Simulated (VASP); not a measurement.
Write the native input for VASP 6.6.1 that does the following.

```
Task                   : single point
Functional             : PBE
Dispersion             : D3(BJ)
Potentials or basis    : VASP PAW PBE potentials, release 64 (S, Pt)
Cutoff                 : 520 eV
k mesh                 : 9 × 9 × 1
Occupations            : gaussian, width 0.02 eV
Spin                   : no spin polarisation
Dipole correction      : yes
Further INCAR settings : ALGO = Normal; EDIFF = 1e-06; NBANDS = 18
```

The structure of PtS2 lies in POSCAR:

```
PtS2
1.0
    3.4470000000      0.0000000000      0.0000000000
   -1.7235000000      2.9851895668      0.0000000000
    0.0000000000      0.0000000000     30.8254864268
S Pt
2 1
Direct
    0.6666666667      0.3333333333      0.4611198350
    0.3333333333      0.6666666667      0.5388801650
    0.0000000000      0.0000000000      0.5000000000
```

These files were run (other wordings do the same):

INCAR

```
PREC = Accurate ; ENCUT = 520
EDIFF = 1E-6 ; ISMEAR = 0
SIGMA = 0.02 ; LREAL = F
LASPH = T ; NELM = 80
ALGO = Normal ; ISIF = 2
LWAVE = F ; LCHARG = F
LDIPOL = T ; IDIPOL = 3
DIPOL = 0.5 0.5 0.500 ; GGA = PE
IVDW = 12 ; NBANDS = 18
```

KPOINTS

```
regular mesh
0
Gamma
  9 9 1
```

Potentials or basis: VASP PAW PBE potentials, release 64 (S, Pt).

Run with:

```bash
$ cat potpaw_PBE.64/S/POTCAR potpaw_PBE.64/Pt/POTCAR > POTCAR
$ mpirun -np 1 vasp_std > vasp.out
```

Results of the run:

The largest force is 1.407 eV/Å and the band gap on the k mesh is 2.00 eV (least direct gap 2.09 eV). The dispersion energy per atom is -0.294 eV.

Caveat: spin-orbit coupling is left out, which moves the levels of the heavy elements.

It took 2.5 min on 1 thread of Intel Xeon 8259CL, on a shared host, peak memory 0.49 GiB.
